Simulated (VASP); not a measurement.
The system is CdHg2S3.

```
Cd Hg S
1.0
     3.13570    1.81040    4.67230
    -3.13570    1.81040    4.67230
     0.00000   -3.62079    4.67230
Cd Hg S
1 2 3
Direct
  0.00000 0.00000 0.00000
  0.62699 0.62699 0.62699
  0.37301 0.37301 0.37301
  0.00000 0.50000 0.00000
  0.50000 0.00000 0.00000
  0.00000 0.00000 0.50000
```

- Program: VASP 6.6.1
- Task: relaxation of cell and atoms
- Functional: PBE
- Potentials or basis: VASP PAW PBE potentials, release 64 (Cd, Hg, S)
- Cutoff: 600 eV
- k mesh: 3 × 3 × 3
- Occupations: gaussian, width 0.1 eV
- Spin: no spin polarisation

At the start: pressure -5.4 GPa; volume 26.52 Å³/atom.

Q: How do energy, volume and symmetry change on relaxing?

A: Over 31 steps the energy falls by 329.3 meV/atom and the volume is 23.66 Å³/atom (-10.8 %); space group R-3m (No. 166, to 0.05 Å).

The path:
```
step  energy change (eV)  largest force (eV/Å)  pressure (GPa)  volume (Å³)
   1              0.0000                0.0179           -5.44       159.14
   2             -0.5082                0.0743           -1.92       139.28
   3             -0.5536                0.1026            0.02       133.16
   4             -0.5539                0.1055            0.22       132.61
   5             -0.6008                0.1101            0.31       132.34
   6             -0.8402                0.0849            0.74       131.28
   7             -1.3934                0.3006            3.45       128.03
   8              3.2345               20.5744           34.09       116.56
   9             -1.4634                0.3378            4.06       127.41
  10             -1.2997                2.7544            9.37       123.96
  11             -1.5131                0.8472            5.41       126.33
  12             -1.5092                1.0963            5.99       125.92
  13             -1.5146                1.1574            6.03       126.01
  14             -1.5258                1.3518            6.16       126.27
  15             -1.5251                1.7975            6.48       126.78
  16             -1.5295                1.5774            6.30       126.54
  17             -1.5465                1.5471            6.09       126.89
  18             -1.5946                1.4591            5.45       127.93
  19             -1.6784                1.2967            4.27       130.03
  20             -1.8003                1.0181            2.23       134.29
  21             -1.8904                0.6252           -0.93       143.01
  22             -1.9016                0.5644           -0.86       142.73
  23             -1.9294                0.4008           -0.56       141.87
  24             -1.9612                0.1272            0.17       140.16
  25             -1.9228                0.3995            2.29       136.74
  26             -1.9651                0.0299            0.54       139.42
  27             -1.9652                0.0065            0.63       139.27
  28             -1.9707                0.0133            0.34       140.26
  29             -1.9749                0.0467           -0.12       142.04
  30             -1.9750                0.0487           -0.14       142.15
  31             -1.9760                0.0252            0.00       141.98
```

Final structure:
```cif
data_structure
_symmetry_space_group_name_H-M 'P 1'
_symmetry_Int_Tables_number 1
_cell_length_a 5.2460
_cell_length_b 5.2460
_cell_length_c 5.2460
_cell_angle_alpha 83.767
_cell_angle_beta 83.767
_cell_angle_gamma 83.767
_cell_volume 141.98
loop_
_atom_site_label
_atom_site_type_symbol
_atom_site_fract_x
_atom_site_fract_y
_atom_site_fract_z
_atom_site_occupancy
Cd1 Cd 0.00000 0.00000 0.00000 1
Hg1 Hg 0.63983 0.63983 0.63983 1
Hg2 Hg 0.36017 0.36017 0.36017 1
S1 S 0.00000 0.50000 0.00000 1
S2 S 0.50000 0.00000 0.00000 1
S3 S 0.00000 0.00000 0.50000 1
```

Caveat: the k points lie up to 0.40 Å⁻¹ apart in the final cell.
